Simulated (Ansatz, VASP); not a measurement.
# MnO: VASP beside Ansatz

File INCAR:

```
SYSTEM = MnO
PREC = Accurate ; ENCUT = 700
EDIFF = 1E-6 ; ISMEAR = 0
SIGMA = 0.05 ; LREAL = .FALSE.
LASPH = .TRUE. ; NELM = 200
ALGO = Normal ; ISIF = 2
LWAVE = .FALSE. ; LCHARG = .TRUE.
ISPIN = 2 ; MAGMOM = 4.72 0.18
LORBIT = 11 ; LMAXMIX = 4
LDAU = .TRUE. ; LDAUTYPE = 2
LDAUL = 2 -1 ; LDAUU = 3.9 0
LDAUJ = 0 0 ; LDAUPRINT = 1
GGA = RP ; IVDW = 13
LELF = .TRUE. ; LVHAR = .TRUE.
NBANDS = 22 ; GGA_COMPAT = .FALSE.
```

Contents of KPOINTS:

```
Automatic mesh
0
G
  10 10 10
  0 0 0
```

Contents of POSCAR:

```
MnO
1.0
    0.0000000000      2.2288111367      2.2288111367
    2.2288111367      0.0000000000      2.2288111367
    2.2288111367      2.2288111367      0.0000000000
Mn O
1 1
Direct
    0.0000000000      0.0000000000      0.0000000000
    0.5000000000      0.5000000000      0.5000000000
```

Input for Ansatz:

```yaml
crystal:
  lattice:
    - [0.0, 2.2288111367, 2.2288111367]
    - [2.2288111367, 0.0, 2.2288111367]
    - [2.2288111367, 2.2288111367, 0.0]
  atoms:
    - { symbol: Mn, position: [0.0, 0.0, 0.0], spin: 4.74 }
    - { symbol: O, position: [0.5, 0.5, 0.5] }
basis:
  ecutwfc: 420
  ecutrho_ratio: 4
kpoints:
  mp_grid: { grid: [10, 10, 10] }
hamiltonian:
  xc: rpbe
  dispersion: d4
  hubbard:
    sites:
      - { species: Mn, l: d, u_eff: 3.9, starting_ns: start.occupation_matrices }
    ns_hold: { iters: 6 }
scf:
  occupations: { method: gaussian, width: 0.05 }
  lower_state_search: "off"
output:
  forces: true
  stress: true
  eigenvalues: true
  populations: true
  hubbard: { sites: [{ species: Mn, l: d }] }
magnetization:
  spin_polarized: true
```

Alike in both runs: task single point; functional RPBE; dispersion D4; k mesh 10 × 10 × 10; occupations gaussian, width 0.05 eV; collinear spin; Hubbard terms Mn d U = 3.9 eV.

```csv
,VASP,Ansatz
version,VASP 6.6.1,Ansatz 0.2.0
potentials or method,"VASP PAW PBE potentials, release 64 (Mn_sv, O), cutoff 700 eV","scalar-relativistic, plane waves, PAW"
valence electrons in the cell,21,21
```

```csv
,VASP,Ansatz,Ansatz less VASP
gap on the k mesh at the Fermi level (eV),0.21,0.14,-0.068
least direct gap on the mesh (eV),2.70,2.55,-0.152
pressure (GPa),3.3,6.1,+2.84
net moment per atom (μB),2.50,2.50,0.000
size of the moment on the site where the two differ most (μB),4.51,4.29,-0.219
```

VASP's potentials were made for PBE, not for RPBE. Site moments also hang on the region over which each program counts them. The programs project onto different local orbitals, so the same U acts differently, and such runs can settle in different states. Ansatz's warnings: stability check not made.
